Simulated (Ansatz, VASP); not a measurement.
Two plane-wave programs on Be

File INCAR:

```
SYSTEM = Be
ALGO = Normal
EDIFF = 1E-8
ENCUT = 520
GGA = CA
GGA_COMPAT = .FALSE.
ISIF = 2
ISMEAR = -1
LASPH = .TRUE.
LCHARG = .FALSE.
LEFG = .TRUE.
LREAL = .FALSE.
LWAVE = .FALSE.
NBANDS = 7
NELM = 120
PREC = Accurate
SIGMA = 0.05
```

Contents of KPOINTS:

```
k-points
0
G
  15 15 15
  0 0 0
```

Contents of POSCAR:

```
Be
1.0
    2.1729507032      0.0000000000      0.0000000000
    0.0000000000      2.1729507032      0.0000000000
    0.0000000000      0.0000000000      2.1729507032
Be
1
Direct
    0.0000000000      0.0000000000      0.0000000000
```

Input for Ansatz:

```yaml
crystal:
  lattice:
    - [2.1729507032, 0.0, 0.0]
    - [0.0, 2.1729507032, 0.0]
    - [0.0, 0.0, 2.1729507032]
  atoms:
    - { symbol: Be, position: [0.0, 0.0, 0.0] }
kpoints:
  mp_grid: { grid: [15, 15, 15] }
  band_path:
    path:
      - [0.0, 0.0, 0.0]
      - [0.0, 0.5, 0.0]
      - [0.5, 0.5, 0.0]
      - [0.0, 0.0, 0.0]
      - [0.5, 0.5, 0.5]
      - [0.0, 0.5, 0.0]
      - [0.5, 0.5, 0.5]
      - [0.5, 0.5, 0.0]
    npoints: 5
scf:
  occupations: { method: fermi_dirac, width: 0.05 }
hamiltonian:
  xc: lda
  pseudopotentials: { kind: paw }
output:
  forces: true
  stress: true
  eigenvalues: true
  efg: { contact_densities: true }
```

Alike in both runs: task electric field gradients; functional LDA; k mesh 15 × 15 × 15; occupations fermi-dirac, width 0.05 eV; no spin polarisation.

|  | VASP | Ansatz |
| --- | --- | --- |
| version | VASP 6.6.1 | Ansatz 0.2.0 |
| potentials or method | VASP PAW LDA potentials, release 64 (Be) | PAW with Ansatz's default frozen-core files, scalar-relativistic |
| plane-wave cutoff (eV) | 520 | 420 |
| valence electrons in the cell | 2 | 2 |

```tsv
	VASP	Ansatz	Ansatz less VASP
pressure (GPa)	-3.2	-3.4	-0.21
```

LDA's correlation is that of Perdew and Zunger in VASP and of Perdew and Wang (1992) in Ansatz.
